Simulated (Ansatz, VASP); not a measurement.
# WSe in VASP and in Ansatz

```xyz
2
Lattice="1.5298 0.8832 4.0250 -1.5298 0.8832 4.0250 0.0000 -1.7664 4.0250" Properties=species:S:1:pos:R:3 pbc="T T T"
W     0.0000    0.0000    6.0375
Se    0.0000    0.0000    0.0000
```

Alike in both runs: functional PBE; k mesh 24 × 24 × 24; occupations gaussian, width 0.1 eV; no spin polarisation.

Ansatz relaxed the structure, and its values are those at the end. VASP's run is a single point on that final structure, the one shown.

|  | VASP | Ansatz |
| --- | --- | --- |
| version | VASP 6.6.1 | Ansatz 0.2.0 |
| potentials or method | VASP PAW PBE potentials, release 64 (W_sv, Se), cutoff 520 eV | scalar-relativistic, plane waves, PAW |
| valence electrons in the cell | 20 | 30 |

|  | VASP | Ansatz | Ansatz less VASP |
| --- | --- | --- | --- |
| gap on the k mesh at the Fermi level (eV) | none | none | - |
| pressure (GPa) | 0.3 | 0.0 | -0.34 |

A gap of «none» marks a metal or a gap that the smearing closes. VASP's potentials hold 20 valence electrons a cell and Ansatz's 30, so a difference there can come from the potentials and not from the codes.

Spin-orbit coupling is off throughout.
